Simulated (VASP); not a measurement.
# MgC2 in VASP: notebook

MgC2 is run at these levels: r2SCAN, LDA, PBE+D3(BJ); tasks: single point, relaxation of cell and atoms.

Program: VASP 6.6.1. These are calculated values, not measurements. Logs are shortened: lines on timing, memory, paths and dates and some standing lists are left out, and cuts for length are marked.

## (1) The cell of the first run

The typed cell holds 6 atoms: a = 3.951 Å, b = 3.951 Å, c = 4.987 Å, α = 90.00°, β = 90.00°, γ = 90.00°.

## (2) Single point, r2SCAN

File POSCAR:

```
MgC2
1.0
    3.9507770000      0.0000000000      0.0000000000
    0.0000000000      3.9507770000      0.0000000000
    0.0000000000      0.0000000000      4.9870890000
Mg C
2 4
Direct
   -0.0088950000     -0.0043460000      0.4923900000
    0.5033630000      0.5100160000     -0.0051830000
    0.3876270000      0.6066950000      0.5087150000
    0.1176850000      0.1209630000     -0.0000010000
    0.6130530000      0.3856960000      0.4972100000
    0.8770760000      0.8834810000      0.0045650000
```

File INCAR.step1:

```
SYSTEM = MgC2
PREC = Accurate ; ENCUT = 750
ISMEAR = 0 ; SIGMA = 0.01
LREAL = .False. ; LASPH = .True.
NELM = 120 ; NBANDS = 27
GGA = PE ; ALGO = Normal
EDIFF = 1E-5 ; LWAVE = .True.
LCHARG = .False. ; GGA_COMPAT = .False.
```

File INCAR.step2:

```
SYSTEM = MgC2
PREC = Accurate ; ENCUT = 750
EDIFF = 1E-6 ; ISMEAR = 0
SIGMA = 0.01 ; LREAL = .False.
LASPH = .True. ; NELM = 120
ALGO = Normal ; ISIF = 2
LWAVE = .False. ; LCHARG = .False.
METAGGA = R2SCAN ; LMIXTAU = .True.
NBANDS = 27 ; ISTART = 1
GGA_COMPAT = .False.
```

File KPOINTS:

```
regular mesh
0
Gamma
  5 5 4
  0 0 0
```

Potentials or basis: VASP PAW PBE potentials, release 64 (Mg_sv, C).

Started as:

```bash
> cat potpaw_PBE.64/Mg_sv/POTCAR potpaw_PBE.64/C/POTCAR > POTCAR
> cp INCAR.step1 INCAR
> mpirun -np 1 vasp_std > vasp.out
> cp INCAR.step2 INCAR
> mpirun -np 1 vasp_std > vasp.out
```

OUTCAR:

```text
SYSTEM = MgC2
   PREC = Accurate
   ENCUT = 750
   EDIFF = 1E-6
   ISMEAR = 0
   LREAL = .False.
   LASPH = .True.
   NELM = 120
   ISIF = 2
   METAGGA = R2SCAN
   ISTART = 1

 ion  position               nearest neighbor table
   1  0.991  0.996  0.492-   5 2.15
   2  0.503  0.510  0.995-   6 2.09   4 2.16
   3  0.388  0.607  0.509-   5 1.25
   4  0.118  0.121  1.000-   6 1.34   2 2.16
   5  0.613  0.386  0.497-   3 1.25   1 2.15
   6  0.877  0.883  0.005-   4 1.34   2 2.09

  LATTYP: Found a simple tetragonal cell.
 ALAT       =     3.9507770000
 C/A-ratio  =     1.2623058705

  Lattice vectors:

 A1 = (   3.9507770000,   0.0000000000,   0.0000000000)
 A2 = (   0.0000000000,   3.9507770000,   0.0000000000)
 A3 = (   0.0000000000,   0.0000000000,   4.9870890000)

Analysis of symmetry for initial positions (statically):
=====================================================================
 Subroutine PRICEL returns:
 Original cell was already a primitive cell.

 Routine SETGRP: Setting up the symmetry group for a
 simple tetragonal supercell.

 Subroutine GETGRP returns: Found  1 space group operations
 (whereof  1 operations were pure point group operations)
 out of a pool of 16 trial point group operations.

The static configuration has the point symmetry C_1 .

Analysis of symmetry for dynamics (positions and initial velocities):
=====================================================================
 Subroutine PRICEL returns:
 Original cell was already a primitive cell.

 Routine SETGRP: Setting up the symmetry group for a
 simple tetragonal supercell.

 Subroutine GETGRP returns: Found  1 space group operations
 (whereof  1 operations were pure point group operations)
 out of a pool of 16 trial point group operations.

The dynamic configuration has the point symmetry C_1 .

 Subroutine INISYM returns: Found  1 space group operations
 (whereof  1 operations are pure point group operations),
 and found     1 'primitive' translations

----------------------------------------------------------------------------------------

                                     Primitive cell

  volume of cell :      77.8417

  direct lattice vectors                    reciprocal lattice vectors
     3.950777000  0.000000000  0.000000000     0.253114767  0.000000000  0.000000000
     0.000000000  3.950777000  0.000000000     0.000000000  0.253114767  0.000000000
     0.000000000  0.000000000  4.987089000     0.000000000  0.000000000  0.200517777

  length of vectors
     3.950777000  3.950777000  4.987089000     0.253114767  0.253114767  0.200517777

  position of ions in fractional coordinates (direct lattice)
     0.991105000  0.995654000  0.492390000
     0.503363000  0.510016000  0.994817000
     0.387627000  0.606695000  0.508715000
     0.117685000  0.120963000  0.999999000
     0.613053000  0.385696000  0.497210000
     0.877076000  0.883481000  0.004565000

  ion indices of the primitive-cell ions
   primitive index   ion index
                 1           1
                 2           2
                 3           3
                 4           4
                 5           5
                 6           6

----------------------------------------------------------------------------------------

 KPOINTS: regular mesh

Automatic generation of k-mesh.
 Grid dimensions read from file:
 generate k-points for:    5    5    4

 Generating k-lattice:

  Cartesian coordinates                     Fractional coordinates (reciprocal lattice)
     0.050622953  0.000000000  0.000000000     0.200000000  0.000000000  0.000000000
     0.000000000  0.050622953  0.000000000     0.000000000  0.200000000  0.000000000
     0.000000000  0.000000000  0.050129444     0.000000000  0.000000000  0.250000000

  Length of vectors
     0.050622953  0.050622953  0.050129444

  Shift w.r.t. Gamma in fractional coordinates (k-lattice)
     0.000000000  0.000000000  0.000000000

 Subroutine IBZKPT returns following result:
 ===========================================

 Found     51 irreducible k-points:

 Following reciprocal coordinates:
            Coordinates               Weight
  0.000000  0.000000  0.000000      1.000000
  0.200000  0.000000  0.000000      2.000000
  0.000000  0.200000  0.000000      2.000000
  0.400000  0.000000  0.000000      2.000000
  0.000000  0.400000  0.000000      2.000000
  0.200000  0.200000  0.000000      2.000000
[... 16 lines left out ...]
  0.200000  0.200000  0.250000      2.000000
 -0.200000  0.200000  0.250000      2.000000
 [... further k-points ...]
   k-points           NKPTS =     51   k-points in BZ     NKDIM =     51   number of bands    NBANDS=     27
   number of dos      NEDOS =    301   number of ions     NIONS =      6
   total plane-waves  NPLWV =  62208
   dimension x,y,z NGX =    36 NGY =   36 NGZ =   48
   dimension x,y,z NGXF=    72 NGYF=   72 NGZF=   96
   ions per type =               2   4
   NGX,Y,Z   is equivalent  to a cutoff of  15.15, 15.15, 16.00 a.u.
   NGXF,Y,Z  is equivalent  to a cutoff of  30.30, 30.30, 32.00 a.u.
 SYSTEM =  MgC2
   PREC   = accura    normal or accurate (medium, high low for compatibility)
   ISTART =      1    job   : 0-new  1-cont  2-samecut
   ICHARG =      0    charge: 1-file 2-atom 10-const
   ISPIN  =      1    spin polarized calculation?
   LNONCOLLINEAR =      F non collinear calculations
   LSORBIT =      F    spin-orbit coupling
   LASPH  =      T    aspherical Exc in radial PAW
   ENCUT  =  750.0 eV  55.12 Ry    7.42 a.u.   8.82  8.82 11.14*2*pi/ulx,y,z
   NELM   =    120;   NELMIN=  2; NELMDL=  0     # of ELM steps
   EDIFF  = 0.1E-05   stopping-criterion for ELM
   LREAL  =      F    real-space projection
   EDIFFG = 0.1E-04   stopping-criterion for IOM
   NSW    =      0    number of steps for IOM
   IBRION =     -1    ionic relax: 0-MD 1-quasi-New 2-CG
   NFREE  =      0    steps in history (QN), initial steepest desc. (CG)
   ISIF   =      2    stress and relaxation
   ISYM   =      2    0-nonsym 1-usesym 2-fastsym
   POTIM  = 0.5000    time-step for ionic-motion
   TEBEG  =    0.0;   TEEND  =   0.0 temperature during run
   PSTRESS=    0.0 pullay stress
   NELECT =      36.0000    total number of electrons
   NUPDOWN=      -1.0000    fix difference up-down
   EMIN   =  10.00;   EMAX   =-10.00  energy-range for DOS
   EFERMI =   0.00;   METHOD = LEGACY
   ISMEAR =     0;   SIGMA  =   0.01  broadening in eV -4-tet -1-fermi 0-gaus
   EFERMI_NEDOS =   21; number of points for ismear=-14 and -15
   IALGO  =     38    algorithm
   IMIX   =      4    mixing-type and parameters
     AMIX     =   0.40;   BMIX     =  1.00
     AMIX_MAG =   1.60;   BMIX_MAG =  1.00
  volume/ion in A,a.u.               =      12.97        87.55
  Fermi-wavevector in a.u.,A,eV,Ry     =   1.266013  2.392418 21.807279  1.602790
  Thomas-Fermi vector in A             =   2.399236
   LORBIT       =      0    0 simple, 1 ext, 2 COOP (PROOUT), +10 PAW based schemes
   METAGGA = R2SCAN    functional components
   LHFCALC =     F    Hartree Fock is set to
   AEXX    =    0.0000 exact exchange contribution
   IVDW    =     0    specifies the selected vdW correction
   LEPSILON=     F    determine dielectric tensor
   LRPA    =     F    only Hartree local field effects (RPA)
 non-spin polarized calculation
 Gauss-broadening in eV      SIGMA  =   0.01
  energy-cutoff  :      750.00
  volume of cell :       77.84
 maximum number of plane-waves:      3654
   NGX = 17   NGY = 17   NGZ = 23

 number of electron      35.9999991 magnetization

 Free energy of the ion-electron system (eV)
  ---------------------------------------------------
  ext. energy  EPLUGINS =         0.00000000
  ---------------------------------------------------
  free energy    TOTEN  =       -46.02443274 eV

  energy without entropy =      -46.02443274  energy(sigma->0) =      -46.02443274

 E-fermi :   0.9962     XC(G=0): -10.2101

 val. band max:        0.8662329523   @ k =  -0.2000   0.2000   0.0000
 cond. band min:       3.4155356763   @ k =   0.0000   0.0000   0.0000
 fundamental gap:      2.5493027240
 Fermi energy:         0.9961821673

 k-point     1 :       0.0000    0.0000    0.0000
  band No.  band energies     occupation
      1     -75.6160      2.00000
      2     -75.5521      2.00000
      3     -40.8012      2.00000
      4     -40.7609      2.00000
      5     -40.7354      2.00000
      6     -40.6972      2.00000
[... 19 lines left out ...]
     26      12.6084      0.00000
     27      13.5628      0.00000

 k-point     2 :       0.2000    0.0000    0.0000
  band No.  band energies     occupation
      1     -75.6160      2.00000
      2     -75.5521      2.00000
      3     -40.8014      2.00000
      4     -40.7608      2.00000
      5     -40.7356      2.00000
      6     -40.6972      2.00000
[... 19 lines left out ...]
     26      11.8670      0.00000
     27      12.9863      0.00000

 k-point     3 :       0.0000    0.2000    0.0000
  band No.  band energies     occupation
      1     -75.6160      2.00000
      2     -75.5521      2.00000
      3     -40.8014      2.00000
      4     -40.7608      2.00000
      5     -40.7356      2.00000
      6     -40.6972      2.00000
[... 19 lines left out ...]
     26      11.8870      0.00000
     27      12.9994      0.00000

 k-point     4 :       0.4000    0.0000    0.0000
  band No.  band energies     occupation
      1     -75.6160      2.00000
      2     -75.5520      2.00000
      3     -40.8017      2.00000
      4     -40.7607      2.00000
      5     -40.7359      2.00000
      6     -40.6972      2.00000
[... 19 lines left out ...]
     26      11.6746      0.00000
     27      12.5399      0.00000
[... 516 lines left out ...]
      4     -40.7608      2.00000
      5     -40.7358      2.00000
      6     -40.6973      2.00000
[... 19 lines left out ...]
     26      12.1365      0.00000
     27      12.7746      0.00000

 k-point    23 :       0.2000    0.2000    0.2500
  band No.  band energies     occupation
      1     -75.6160      2.00000
      2     -75.5520      2.00000
      3     -40.8015      2.00000
      4     -40.7609      2.00000
      5     -40.7357      2.00000
      6     -40.6973      2.00000
[... 19 lines left out ...]
     26      12.6881      0.00000
     27      13.4849      0.00000

 k-point    24 :      -0.2000    0.2000    0.2500
  band No.  band energies     occupation
      1     -75.6160      2.00000
      2     -75.5520      2.00000
      3     -40.8015      2.00000
      4     -40.7609      2.00000
      5     -40.7357      2.00000
      6     -40.6973      2.00000
[... 19 lines left out ...]
     26      12.5983      0.00000
     27      13.5201      0.00000

 [... further k-points ...]

------------------------ aborting loop because EDIFF is reached ----------------------------------------

  FORCE on cell =-STRESS in cart. coord.  units (eV):
  Direction    XX          YY          ZZ          XY          YZ          ZX
  --------------------------------------------------------------------------------------
  -------------------------------------------------------------------------------------
  Total       -3.6630514     -3.6486351     -0.5458569     -3.0071415      0.2336329     -0.1385086
  in kB      -75.3948080    -75.0980848    -11.2351075    -61.8945337      4.8087519     -2.8508562
  external PRESSURE =     -53.9093334 kB  Pullay stress =       0.0000000 kB

 VOLUME and BASIS-vectors are now :
 -----------------------------------------------------------------------------
  energy-cutoff  :      750.00
  volume of cell :       77.84
      direct lattice vectors                 reciprocal lattice vectors
     3.950777000  0.000000000  0.000000000     0.253114767  0.000000000  0.000000000
     0.000000000  3.950777000  0.000000000     0.000000000  0.253114767  0.000000000
     0.000000000  0.000000000  4.987089000     0.000000000  0.000000000  0.200517777

 POSITION                                       TOTAL-FORCE (eV/Angst)
 -----------------------------------------------------------------------------------
      3.91563      3.93361      2.45559         0.181977     -0.168676      0.106476
      1.98867      2.01496      4.96124        -0.442377     -0.397596      0.045155
      1.53143      2.39692      2.53701        -0.048335      0.136019     -0.208315
      0.46495      0.47790      4.98708        -4.010739     -3.973744      0.123177
      2.42204      1.52380      2.47963        -0.105731      0.099755      0.105971
      3.46513      3.49044      0.02277         4.425206      4.304242     -0.172464
 -----------------------------------------------------------------------------------
    total drift:                               -0.050346      0.082038      0.007871

  FREE ENERGIE OF THE ION-ELECTRON SYSTEM (eV)
  ---------------------------------------------------
  free  energy   TOTEN  =       -46.0244327381 eV

  energy  without entropy=      -46.0244327381  energy(sigma->0) =      -46.02443274
```

Wall time 7.3 min (1 thread of Intel Xeon Platinum 8259CL at 2.50GHz (Skylake/Cascade Lake), shared host); peak memory 0.33 GiB.

What came out:

| Quantity | Value |
| --- | --- |
| Free energy | -46.0244 eV |
| Pressure | -5.4 GPa |
| Largest force | 6.176 eV/Å |
| Band gap on the k mesh | 2.55 eV (least direct gap 2.68 eV) |

Forces in eV/Å, atoms in the order of the input:
```
Mg   0.182 -0.169  0.106
Mg  -0.442 -0.398  0.045
C   -0.048  0.136 -0.208
C   -4.011 -3.974  0.123
C   -0.106  0.100  0.106
C    4.425  4.304 -0.172
```

Caveat: the cell stands under tension; the PAW data sets were made with another functional, which shifts forces and pressure a little; an odd mesh through Γ misses points on the zone boundary, where band edges can lie.

## (3) Single point, LDA

This run uses another cell than the first one, of 11.06 Å³/atom.

File INCAR:

```
SYSTEM = MgC2
ALGO     = Normal         ! electronic algorithm
EDIFF    = 1E-6           ! SCF threshold, eV
ENCUT    = 750            ! plane-wave cutoff, eV
GGA_COMPAT= .FALSE.      
ISIF     = 2              ! what is computed and relaxed
ISMEAR   = -1             ! smearing method
LASPH    = .TRUE.         ! aspherical terms in the spheres
LCHARG   = .FALSE.        ! write CHGCAR
LREAL    = .FALSE.        ! projectors in reciprocal space
LWAVE    = .FALSE.        ! write WAVECAR
NBANDS   = 27             ! bands
NELM     = 120            ! most SCF steps
PREC     = Accurate       ! precision mode
SIGMA    = 0.05           ! smearing width, eV
```

File KPOINTS:

```
k-points
0
G
  5 5 5
  0 0 0
```

File POSCAR:

```
MgC2
1.0
    3.7915546684      0.0000000000      0.0000000000
    0.0000000000      3.7915546684      0.0000000000
    0.0000000000      0.0000000000      4.6167943881
Mg C
2 4
Direct
    0.0000000000      0.0000000000      0.5000000000
    0.5000000000      0.5000000000      0.0000000000
    0.3846816046      0.6153183954      0.5000000000
    0.1153183954      0.1153183954      0.0000000000
    0.6153183954      0.3846816046      0.5000000000
    0.8846816046      0.8846816046      0.0000000000
```

Potentials or basis: VASP PAW LDA potentials, release 64 (Mg_sv, C).

Started as:

```bash
> cat potpaw_LDA.64/Mg_sv/POTCAR potpaw_LDA.64/C/POTCAR > POTCAR
> mpirun -np 1 vasp_std > vasp.out
```

OUTCAR:

```text
SYSTEM = MgC2
   EDIFF = 1E-6
   ENCUT = 750
   ISIF = 2
   ISMEAR = -1
   LASPH = .TRUE.
   LREAL = .FALSE.
   NELM = 120
   PREC = Accurate

 ion  position               nearest neighbor table
   1  0.000  0.000  0.500-   3 2.06   5 2.06
   2  0.500  0.500  0.000-   4 2.06   6 2.06
   3  0.385  0.615  0.500-   5 1.24   1 2.06
   4  0.115  0.115  0.000-   6 1.24   2 2.06
   5  0.615  0.385  0.500-   3 1.24   1 2.06
   6  0.885  0.885  0.000-   4 1.24   2 2.06

[... 739 lines left out ...]
  -------------------------------------------------------------------------------------
  Total        4.1487499      4.1487499      4.0621907      0.0000000      0.0000000      0.0000000
  in kB      100.1503923    100.1503923     98.0608644      0.0000000      0.0000000      0.0000000
  external PRESSURE =      99.4538830 kB  Pullay stress =       0.0000000 kB

 VOLUME and BASIS-vectors are now :
 -----------------------------------------------------------------------------
  energy-cutoff  :      750.00
  volume of cell :       66.37
      direct lattice vectors                 reciprocal lattice vectors
     3.791554668  0.000000000  0.000000000     0.263744054  0.000000000  0.000000000
     0.000000000  3.791554668  0.000000000     0.000000000  0.263744054  0.000000000
     0.000000000  0.000000000  4.616794388     0.000000000  0.000000000  0.216600506

 POSITION                                       TOTAL-FORCE (eV/Angst)
 -----------------------------------------------------------------------------------
      0.00000      0.00000      2.30840         0.000000     -0.000000     -0.000000
      1.89578      1.89578      0.00000         0.000000     -0.000000     -0.000000
      1.45854      2.33301      2.30840        -0.055723      0.055723     -0.000000
      0.43724      0.43724      0.00000         0.055723      0.055723     -0.000000
      2.33301      1.45854      2.30840         0.055723     -0.055723     -0.000000
      3.35432      3.35432      0.00000        -0.055723     -0.055723      0.000000
 -----------------------------------------------------------------------------------
    total drift:                                0.000000      0.000000     -0.000000

  FREE ENERGIE OF THE ION-ELECTRON SYSTEM (eV)
  ---------------------------------------------------
  free  energy   TOTEN  =       -40.7698199821 eV

  energy  without entropy=      -40.7698199815  energy(sigma->0) =      -40.76981998
```

It took 37 s on 1 thread of Intel Xeon Platinum 8375C at 2.90GHz (Ice Lake), shared host; peak memory 0.2 GiB.

Results:

* Free energy: -40.7698 eV
* Pressure: 9.9 GPa
* Largest force: 0.079 eV/Å
* Band gap on the k mesh: 1.92 eV (least direct gap 2.23 eV)

Forces on the atoms (eV/Å):
```
Mg   0.000  0.000  0.000
Mg   0.000  0.000  0.000
C   -0.056  0.056  0.000
C    0.056  0.056  0.000
C    0.056 -0.056  0.000
C   -0.056 -0.056  0.000
```

Levels at points of the mesh, in eV from the valence-band top:
```tsv
k point	band 16	band 17	band 18	band 19	band 20	band 21
(0.00, 0.00, 0.00)	-0.53	-0.31	-0.31	1.92	5.31	5.41
```

Caveat: the cell stands under pressure; an odd mesh through Γ misses points on the zone boundary, where band edges can lie.

## (4) Single point, PBE+D3(BJ)

This run uses another cell than the first one, of 12.63 Å³/atom.

File INCAR:

```
SYSTEM = MgC2
ALGO = Normal
EDIFF = 1E-7
ENCUT = 520
GGA = PE
ISIF = 2
ISMEAR = -1
IVDW = 12
LASPH = .TRUE.
LCHARG = .FALSE.
LREAL = .FALSE.
LWAVE = .FALSE.
NBANDS = 19
NELM = 100
PREC = Accurate
SIGMA = 0.05
```

KPOINTS is that of step 3.

File POSCAR:

```
MgC2
1.0
    3.9213694922      0.0000000000      0.0000000000
    0.0000000000      3.9213694922      0.0000000000
    0.0000000000      0.0000000000      4.9287897754
Mg C
2 4
Direct
    0.0000000000      0.0000000000      0.5000000000
    0.5000000000      0.5000000000      0.0000000000
    0.3871198344      0.6128801656      0.5000000000
    0.1128801656      0.1128801656      0.0000000000
    0.6128801656      0.3871198344      0.5000000000
    0.8871198344      0.8871198344      0.0000000000
```

Potentials or basis: VASP PAW PBE potentials, release 64 (Mg, C).

Started as:

```bash
> cat potpaw_PBE.64/Mg/POTCAR potpaw_PBE.64/C/POTCAR > POTCAR
> mpirun -np 1 vasp_std > vasp.out
```

Wall time 38 s (1 thread of Intel Xeon Platinum 8375C at 2.90GHz (Ice Lake), shared host); peak memory 0.19 GiB.

Results (log left out):

* Free energy: -38.4756 eV
* Pressure: 0.0 GPa
* Largest force: 0.132 eV/Å
* Band gap on the k mesh: 2.56 eV (least direct gap 2.87 eV)
* Dispersion energy per atom: -0.184 eV

Forces in eV/Å, atoms in the order of the input:
```
Mg   0.000  0.000  0.000
Mg   0.000  0.000  0.000
C   -0.093  0.093  0.000
C    0.093  0.093  0.000
C    0.093 -0.093  0.000
C   -0.093 -0.093  0.000
```

Stress tensor (GPa, compression positive):
```
 0.05  0.00  0.00
 0.00  0.05  0.00
 0.00  0.00 -0.25
```

Levels at points of the mesh, in eV from the valence-band top:
```
           k point  band 8  band 9  band 10  band 11  band 12  band 13
(0.00, 0.00, 0.00)   -0.39   -0.31    -0.31     2.56     5.31     5.64
```

Caveat: an odd mesh through Γ misses points on the zone boundary, where band edges can lie.

[end of part 1 of 2]
